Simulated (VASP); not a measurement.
# Ni (P6_3/mmc) in VASP: notebook

Runs on Ni. Level: PBEsol. Tasks: single point.

All numbers are computed with VASP 6.6.1; they aren't measurements. Logs are shortened: lines on timing, memory, paths and dates and some standing lists are left out, and cuts for length are marked.

## (1) The cell of the first run

Symmetry: P6_3/mmc, No. 194, hexagonal system. The conventional cell has a = 2.470 Å, b = 2.470 Å, c = 4.109 Å, α = 90.00°, β = 90.00°, γ = 120.00°. Within 3.3 Å of Ni (site symmetry -6m2) lie 12 Ni at 2.47 to 2.50 Å.

This isn't the form of Ni at room conditions, which is fcc.

## (2) Single point, PBEsol, collinear spin, ferromagnetic start

Input file INCAR:

```
SYSTEM = Ni
PREC = Accurate ; ENCUT = 520
EDIFF = 1E-6 ; ISMEAR = -1
SIGMA = 0.1 ; LREAL = .False.
LASPH = .True. ; NELM = 150
ALGO = Normal ; ISIF = 2
LWAVE = .False. ; LCHARG = .False.
ISPIN = 2 ; MAGMOM = 1.5 1.5
LORBIT = 11 ; LMAXMIX = 4
GGA = PS ; NBANDS = 21
```

Input file KPOINTS:

```
regular mesh
0
Gamma
  13 13 7
  0 0 0
```

Input file POSCAR:

```
Ni
1.0
    2.4695925960      0.0000000000      0.0000000000
   -1.2347957936      2.1387298171      0.0000000000
    0.0000000000      0.0000000000      4.1086936200
Ni
2
Direct
    0.3333333333      0.6666666667      0.2500000000
    0.6666666667      0.3333333333      0.7500000000
```

Potentials or basis: VASP PAW PBE potentials, release 64 (Ni).

The run is started by

```sh
$ cat potpaw_PBE.64/Ni/POTCAR > POTCAR
$ mpirun -np 1 vasp_std > vasp.out
```

OUTCAR:

```text
SYSTEM = Ni
   PREC = Accurate
   ENCUT = 520
   EDIFF = 1E-6
   ISMEAR = -1
   LREAL = .False.
   LASPH = .True.
   NELM = 150
   ISIF = 2
   ISPIN = 2
   LORBIT = 11
   GGA = PS

 ion  position               nearest neighbor table
   1  0.333  0.667  0.250-   2 2.50   2 2.50   2 2.50   2 2.50   2 2.50   2 2.50
   2  0.667  0.333  0.750-   1 2.50   1 2.50   1 2.50   1 2.50   1 2.50   1 2.50

  LATTYP: Found a hexagonal cell.
 ALAT       =     2.4695925960
 C/A-ratio  =     1.6637131269

  Lattice vectors:

 A1 = (   2.4695925960,   0.0000000000,   0.0000000000)
 A2 = (  -1.2347957936,   2.1387298171,   0.0000000000)
 A3 = (   0.0000000000,   0.0000000000,   4.1086936200)

Analysis of symmetry for initial positions (statically):
=====================================================================
 Subroutine PRICEL returns:
 Original cell was already a primitive cell.

 Routine SETGRP: Setting up the symmetry group for a
 hexagonal supercell.

 Subroutine GETGRP returns: Found 24 space group operations
 (whereof 12 operations were pure point group operations)
 out of a pool of 24 trial point group operations.

The static configuration has the point symmetry D_3d.
 The point group associated with its full space group is D_6h.

Analysis of symmetry for dynamics (positions and initial velocities):
=====================================================================
 Subroutine PRICEL returns:
 Original cell was already a primitive cell.

 Routine SETGRP: Setting up the symmetry group for a
 hexagonal supercell.

 Subroutine GETGRP returns: Found 24 space group operations
 (whereof 12 operations were pure point group operations)
 out of a pool of 24 trial point group operations.

The dynamic configuration has the point symmetry D_3d.
 The point group associated with its full space group is D_6h.

Analysis of structural, dynamic, and magnetic symmetry:
=====================================================================
 Subroutine PRICEL returns:
 Original cell was already a primitive cell.

 Routine SETGRP: Setting up the symmetry group for a
 hexagonal supercell.

 Subroutine GETGRP returns: Found 24 space group operations
 (whereof 12 operations were pure point group operations)
 out of a pool of 24 trial point group operations.

The overall configuration has the point symmetry D_3d.
 The point group associated with its full space group is D_6h.

 Subroutine INISYM returns: Found 24 space group operations
 (whereof 12 operations are pure point group operations),
 and found     1 'primitive' translations

----------------------------------------------------------------------------------------

                                     Primitive cell

  volume of cell :      21.7013

  direct lattice vectors                    reciprocal lattice vectors
     2.469592596  0.000000000  0.000000000     0.404925088  0.233783525  0.000000000
    -1.234795794  2.138729817  0.000000000     0.000000000  0.467567241  0.000000000
     0.000000000  0.000000000  4.108693620     0.000000000  0.000000000  0.243386364

  length of vectors
     2.469592596  2.469592250  4.108693620     0.467567176  0.467567241  0.243386364

  position of ions in fractional coordinates (direct lattice)
     0.333333333  0.666666667  0.250000000
     0.666666667  0.333333333  0.750000000

  ion indices of the primitive-cell ions
   primitive index   ion index
                 1           1
                 2           2

----------------------------------------------------------------------------------------

 KPOINTS: regular mesh

Automatic generation of k-mesh.
 Grid dimensions read from file:
 generate k-points for:   13   13    7

 Generating k-lattice:

  Cartesian coordinates                     Fractional coordinates (reciprocal lattice)
     0.031148084  0.017983348  0.000000000     0.076923077  0.000000000  0.000000000
     0.000000000  0.035966711  0.000000000     0.000000000  0.076923077  0.000000000
     0.000000000  0.000000000  0.034769481     0.000000000  0.000000000  0.142857143

  Length of vectors
     0.035966706  0.035966711  0.034769481

  Shift w.r.t. Gamma in fractional coordinates (k-lattice)
     0.000000000  0.000000000  0.000000000

 Subroutine IBZKPT returns following result:
 ===========================================

 Found     84 irreducible k-points:

 Following reciprocal coordinates:
            Coordinates               Weight
  0.000000  0.000000  0.000000      1.000000
  0.076923 -0.000000  0.000000      6.000000
  0.153846  0.000000  0.000000      6.000000
  0.230769  0.000000  0.000000      6.000000
  0.307692  0.000000  0.000000      6.000000
  0.384615  0.000000  0.000000      6.000000
[... 16 lines left out ...]
  0.076923 -0.000000  0.142857     12.000000
  0.153846  0.000000  0.142857     12.000000
 [... further k-points ...]
   k-points           NKPTS =     84   k-points in BZ     NKDIM =     84   number of bands    NBANDS=     21
   number of dos      NEDOS =    301   number of ions     NIONS =      2
   total plane-waves  NPLWV =  10368
   dimension x,y,z NGX =    18 NGY =   18 NGZ =   32
   dimension x,y,z NGXF=    36 NGYF=   36 NGZF=   64
   ions per type =               2
   NGX,Y,Z   is equivalent  to a cutoff of  12.12, 12.12, 12.95 a.u.
   NGXF,Y,Z  is equivalent  to a cutoff of  24.23, 24.23, 25.90 a.u.
 SYSTEM =  Ni
   PREC   = accura    normal or accurate (medium, high low for compatibility)
   ISTART =      0    job   : 0-new  1-cont  2-samecut
   ICHARG =      2    charge: 1-file 2-atom 10-const
   ISPIN  =      2    spin polarized calculation?
   LNONCOLLINEAR =      F non collinear calculations
   LSORBIT =      F    spin-orbit coupling
   LASPH  =      T    aspherical Exc in radial PAW
   ENCUT  =  520.0 eV  38.22 Ry    6.18 a.u.   4.59  4.59  7.64*2*pi/ulx,y,z
   NELM   =    150;   NELMIN=  2; NELMDL= -5     # of ELM steps
   EDIFF  = 0.1E-05   stopping-criterion for ELM
   LREAL  =      F    real-space projection
   EDIFFG = 0.1E-04   stopping-criterion for IOM
   NSW    =      0    number of steps for IOM
   IBRION =     -1    ionic relax: 0-MD 1-quasi-New 2-CG
   NFREE  =      0    steps in history (QN), initial steepest desc. (CG)
   ISIF   =      2    stress and relaxation
   ISYM   =      2    0-nonsym 1-usesym 2-fastsym
   POTIM  = 0.5000    time-step for ionic-motion
   TEBEG  =    0.0;   TEEND  =   0.0 temperature during run
   PSTRESS=    0.0 pullay stress
   NELECT =      20.0000    total number of electrons
   NUPDOWN=      -1.0000    fix difference up-down
   EMIN   =  10.00;   EMAX   =-10.00  energy-range for DOS
   EFERMI =   0.00;   METHOD = LEGACY
   ISMEAR =    -1;   SIGMA  =   0.10  broadening in eV -4-tet -1-fermi 0-gaus
   EFERMI_NEDOS =   21; number of points for ismear=-14 and -15
   IALGO  =     38    algorithm
   IMIX   =      4    mixing-type and parameters
     AMIX     =   0.40;   BMIX     =  1.00
     AMIX_MAG =   1.60;   BMIX_MAG =  1.00
  volume/ion in A,a.u.               =      10.85        73.22
  Fermi-wavevector in a.u.,A,eV,Ry     =   1.593149  3.010616 34.533286  2.538125
  Thomas-Fermi vector in A             =   2.691424
   LORBIT       =     11    0 simple, 1 ext, 2 COOP (PROOUT), +10 PAW based schemes
   GGA     = PS    functional components
   LHFCALC =     F    Hartree Fock is set to
   AEXX    =    0.0000 exact exchange contribution
   IVDW    =     0    specifies the selected vdW correction
   LEPSILON=     F    determine dielectric tensor
   LRPA    =     F    only Hartree local field effects (RPA)
 spin polarized calculation
  energy-cutoff  :      520.00
  volume of cell :       21.70
 maximum number of plane-waves:       600
   NGX =  9   NGY =  9   NGZ = 15

 number of electron      20.0000021 magnetization       1.2372969

 Free energy of the ion-electron system (eV)
  ---------------------------------------------------
  ext. energy  EPLUGINS =         0.00000000
  ---------------------------------------------------
  free energy    TOTEN  =       -12.26023515 eV

  energy without entropy =      -12.13744778  energy(sigma->0) =      -12.19884146

 E-fermi :   9.2406     XC(G=0): -13.4494

 val. band max:        9.2337440417   @ k =   0.2308   0.0769   0.4286
 cond. band min:       9.2421777063   @ k =   0.4615   0.0769   0.1429
 fundamental gap:      0.0084336647
 Fermi energy:         9.2406368407

 spin component 1

 k-point     1 :       0.0000    0.0000    0.0000
  band No.  band energies     occupation
      1       0.1466      1.00000
      2       4.3528      1.00000
      3       6.7543      1.00000
      4       6.9093      1.00000
      5       6.9093      1.00000
      6       7.1634      1.00000
[... 13 lines left out ...]
     20      35.4847      0.00000
     21      39.3378      0.00000
[... 529 lines left out ...]
 k-point    24 :       0.1538    0.0000    0.1429
  band No.  band energies     occupation
      1       1.1512      1.00000
      2       4.7618      1.00000
      3       6.4850      1.00000
      4       6.5156      1.00000
      5       6.8862      1.00000
      6       7.1600      1.00000
[... 13 lines left out ...]
     20      37.0318      0.00000
     21      37.9698      0.00000

 [... further k-points ...]

 spin component 2

 k-point     1 :       0.0000    0.0000    0.0000
  band No.  band energies     occupation
      1       0.1391      1.00000
      2       4.7351      1.00000
      3       7.4215      1.00000
      4       7.5621      1.00000
      5       7.5621      1.00000
      6       7.8335      1.00000
[... 13 lines left out ...]
     20      35.5807      0.00000
     21      39.4300      0.00000
[... 529 lines left out ...]
 k-point    24 :       0.1538    0.0000    0.1429
  band No.  band energies     occupation
      1       1.1467      1.00000
      2       5.1206      1.00000
      3       6.9260      1.00000
      4       7.1111      1.00000
      5       7.5370      1.00000
      6       7.7830      1.00000
[... 13 lines left out ...]
     20      37.1114      0.00000
     21      38.0248      0.00000

 [... further k-points ...]

------------------------ aborting loop because EDIFF is reached ----------------------------------------

  FORCE on cell =-STRESS in cart. coord.  units (eV):
  Direction    XX          YY          ZZ          XY          YZ          ZX
  --------------------------------------------------------------------------------------
  -------------------------------------------------------------------------------------
  Total       -0.9517579     -0.9517578     -1.3935803     -0.0000002     -0.0000000      0.0000000
  in kB      -70.2671057    -70.2670986   -102.8863055     -0.0000166     -0.0000000      0.0000000
  external PRESSURE =     -81.1401699 kB  Pullay stress =       0.0000000 kB

 VOLUME and BASIS-vectors are now :
 -----------------------------------------------------------------------------
  energy-cutoff  :      520.00
  volume of cell :       21.70
      direct lattice vectors                 reciprocal lattice vectors
     2.469592596  0.000000000  0.000000000     0.404925088  0.233783525  0.000000000
    -1.234795794  2.138729817  0.000000000     0.000000000  0.467567241  0.000000000
     0.000000000  0.000000000  4.108693620     0.000000000  0.000000000  0.243386364

 POSITION                                       TOTAL-FORCE (eV/Angst)
 -----------------------------------------------------------------------------------
      0.00000      1.42582      1.02717         0.000000     -0.000000      0.000000
      1.23480      0.71291      3.08152        -0.000000      0.000000      0.000000
 -----------------------------------------------------------------------------------
    total drift:                               -0.000000      0.000000     -0.000000

  FREE ENERGIE OF THE ION-ELECTRON SYSTEM (eV)
  ---------------------------------------------------
  free  energy   TOTEN  =       -12.2602351470 eV

  energy  without entropy=      -12.1374477777  energy(sigma->0) =      -12.19884146

 total charge

# of ion       s       p       d       tot
------------------------------------------
    1        0.501   0.504   8.314   9.319
    2        0.501   0.504   8.314   9.319
--------------------------------------------------
tot          1.001   1.008  16.629  18.639

 magnetization (x)

# of ion       s       p       d       tot
------------------------------------------
    1       -0.005  -0.023   0.655   0.628
    2       -0.005  -0.023   0.655   0.628
--------------------------------------------------
tot         -0.010  -0.046   1.311   1.255
```

Run time: 28 s. Hardware: 1 thread of Intel Xeon 6975P-C (Granite Rapids), shared host; peak memory 0.17 GiB.

Results:

| Quantity | Value |
| --- | --- |
| Free energy | -12.2602 eV |
| Pressure | -8.1 GPa |
| Net moment | 1.24 μB per cell |
| Site moments | Ni +0.63 μB |
| Valence electrons inside the program's atomic spheres | Ni 9.32 |

Caveat: the cell stands under tension; the PAW data sets were made with another functional, which shifts forces and pressure a little.

## (3) Single point, PBEsol, collinear spin, ferromagnetic start

This run uses another cell than the first one, of 11.13 Å³/atom.

Input file INCAR:

```
ALGO = Normal
EDIFF = 1E-6
ENCUT = 520
GGA = PS
ISIF = 2
ISMEAR = -1
ISPIN = 2
LASPH = True
LCHARG = False
LMAXMIX = 4
LORBIT = 11
LREAL = False
LWAVE = False
MAGMOM = 1.5 1.5
NBANDS = 21
NELM = 150
PREC = Accurate
SIGMA = 0.1
```

Input file KPOINTS:

```
k-points
0
Gamma
  13 13 7
```

Input file POSCAR:

```
Ni
1.0
    2.4907918526      0.0000000000      0.0000000000
   -1.2453954176      2.1570889110      0.0000000000
    0.0000000000      0.0000000000      4.1439631015
Ni
2
Direct
    0.3333333333      0.6666666667      0.2500000000
    0.6666666667      0.3333333333      0.7500000000
```

Potentials or basis: VASP PAW PBE potentials, release 64 (Ni).

The run is started by

```sh
$ cat potpaw_PBE.64/Ni/POTCAR > POTCAR
$ mpirun -np 1 vasp_std > vasp.out
```

It took 32 s on 1 thread of Intel Xeon 6975P-C (Granite Rapids), shared host; peak memory 0.18 GiB.

The run converged. Its results:

| Property | Result |
| --- | --- |
| Free energy | -12.2241 eV |
| Pressure | -12.5 GPa |
| Net moment | 1.25 μB per cell |
| Site moments | Ni +0.64 μB |
| Valence electrons inside the program's atomic spheres | Ni 9.27 |

Stress tensor (GPa, compression positive):
```
-11.53   0.00   0.00
  0.00 -11.53   0.00
  0.00   0.00 -14.46
```

Levels at points of the mesh, in eV from the Fermi level:
Spin up:
```tsv
k point	band 8	band 9	band 10	band 11	band 12	band 13	band 14	band 15
(0.00, 0.00, 0.00)	-1.57	-1.57	-0.70	-0.70	-0.49	5.22	22.59	24.33
```
Spin down:
```csv
k point,band 6,band 7,band 8,band 9,band 10,band 11,band 12,band 13
"(0.00, 0.00, 0.00)",-1.35,-1.35,-0.90,-0.90,-0.53,0.01,0.01,5.62
```

Caveat: the cell stands under tension; the PAW data sets were made with another functional, which shifts forces and pressure a little.

## (4) Single point, PBEsol, collinear spin, ferromagnetic start

This run uses another cell than the first one, of 11.41 Å³/atom.

Input file INCAR:

```
SYSTEM = Ni
ALGO = Normal ; EDIFF = 1E-6
ENCUT = 520 ; GGA = PS
ISIF = 2 ; ISMEAR = -1
ISPIN = 2 ; LASPH = .TRUE.
LCHARG = .TRUE. ; LELF = .TRUE.
LMAXMIX = 4 ; LORBIT = 11
LREAL = .FALSE. ; LVHAR = .TRUE.
LWAVE = .FALSE. ; MAGMOM = 1.5 1.5
NBANDS = 21 ; NELM = 150
PREC = Accurate ; SIGMA = 0.1
```

Input file KPOINTS:

```
k-points
0
G
  13 13 7
  0 0 0
```

Input file POSCAR:

```
Ni
1.0
    2.5116362681      0.0000000000      0.0000000000
   -1.2558176211      2.1751407035      0.0000000000
    0.0000000000      0.0000000000      4.1786422293
Ni
2
Direct
    0.3333333333      0.6666666667      0.2500000000
    0.6666666667      0.3333333333      0.7500000000
```

The run is started by

```sh
$ cat potpaw_PBE.64/Ni/POTCAR > POTCAR
$ mpirun -np 1 vasp_std > vasp.out
```

It took 32 s on 1 thread of Intel Xeon 6975P-C (Granite Rapids), shared host; peak memory 0.18 GiB.

The run converged. Its results:

| Item | Value |
| --- | --- |
| Free energy | -12.1737 eV |
| Pressure | -16.2 GPa |
| Net moment | 1.26 μB per cell |
| Site moments | Ni +0.64 μB |
| Valence electrons inside the program's atomic spheres | Ni 9.23 |

Stress tensor (GPa, compression positive):
```
-15.35   0.00   0.00
  0.00 -15.35   0.00
  0.00   0.00 -17.98
```

Levels at points of the mesh, in eV from the Fermi level:
Spin up:
| k point | band 9 | band 10 | band 11 | band 12 | band 13 | band 14 |
| --- | --- | --- | --- | --- | --- | --- |
| (0.00, 0.00, 0.00) | -1.54 | -0.71 | -0.71 | -0.44 | 5.05 | 22.37 |
Spin down:
| k point | band 6 | band 7 | band 8 | band 9 | band 10 | band 11 | band 12 | band 13 |
| --- | --- | --- | --- | --- | --- | --- | --- | --- |
| (0.00, 0.00, 0.00) | -1.30 | -1.30 | -0.86 | -0.86 | -0.48 | 0.01 | 0.01 | 5.46 |

Caveat: the cell stands under tension; the PAW data sets were made with another functional, which shifts forces and pressure a little.

## (5) The runs side by side

```tsv
cell	gap on the mesh (eV)	pressure (GPa)	moment (μB)
a = 2.470, b = 2.470, c = 4.109 Å, angles 90.0, 90.0, 120.0°, 2 atoms	none	-8.1	1.24
a = 2.491, b = 2.491, c = 4.144 Å, angles 90.0, 90.0, 120.0°, 2 atoms	none	-12.5	1.25
a = 2.512, b = 2.512, c = 4.179 Å, angles 90.0, 90.0, 120.0°, 2 atoms	none	-16.2	1.26
```

Alike in all rows: task single point; level PBEsol; potentials or basis VASP PAW PBE potentials, release 64 (Ni); spin collinear, ferromagnetic start; k mesh 13 × 13 × 7; cutoff (eV) 520; smearing fermi-dirac 0.1 eV.

Caveats: the cell stands under tension; the PAW data sets were made with another functional, which shifts forces and pressure a little.

Absolute energies hang on the potentials; compare differences alone.
